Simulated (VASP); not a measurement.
The system is Sc.

```
CELL_PARAMETERS angstrom
0.00000 2.32000 2.32000
2.32000 0.00000 2.32000
2.32000 2.32000 0.00000
ATOMIC_POSITIONS crystal
Sc 0.00000 0.00000 0.00000
```

This isn't the form of Sc at room conditions, which is hcp.

| Quantity | Value |
| --- | --- |
| Program | VASP 6.6.1 |
| Task | relaxation of cell and atoms |
| Functional | PBEsol |
| Potentials or basis | VASP PAW PBE potentials, release 64 (Sc_sv) |
| Cutoff | 500 eV |
| k mesh | 8 × 8 × 8 |
| Occupations | fermi-dirac, width 0.1 eV |
| Spin | no spin polarisation |

At the start: pressure -2.6 GPa; volume 24.97 Å³/atom.

Task: How do energy, volume and symmetry change on relaxing?

Result: Over 3 steps the energy falls by 10.8 meV/atom and the volume is 23.69 Å³/atom (-5.2 %); space group Fm-3m (No. 225, to 0.1 Å) before and after.

Step by step:
```csv
step,energy change (eV),largest force (eV/Å),pressure (GPa),volume (Å³)
1,0.0000,0.0000,-2.59,24.97
2,-0.0106,0.0000,0.33,23.54
3,-0.0108,0.0000,0.00,23.69
```

Final structure:
```cif
data_structure
_symmetry_space_group_name_H-M 'P 1'
_symmetry_Int_Tables_number 1
_cell_length_a 3.2236
_cell_length_b 3.2236
_cell_length_c 3.2236
_cell_angle_alpha 60.000
_cell_angle_beta 60.000
_cell_angle_gamma 60.000
_cell_volume 23.69
loop_
_atom_site_label
_atom_site_type_symbol
_atom_site_fract_x
_atom_site_fract_y
_atom_site_fract_z
_atom_site_occupancy
Sc1 Sc 0.00000 0.00000 0.00000 1
```

Caveat: the PAW data sets were made with another functional, which shifts forces and pressure a little.
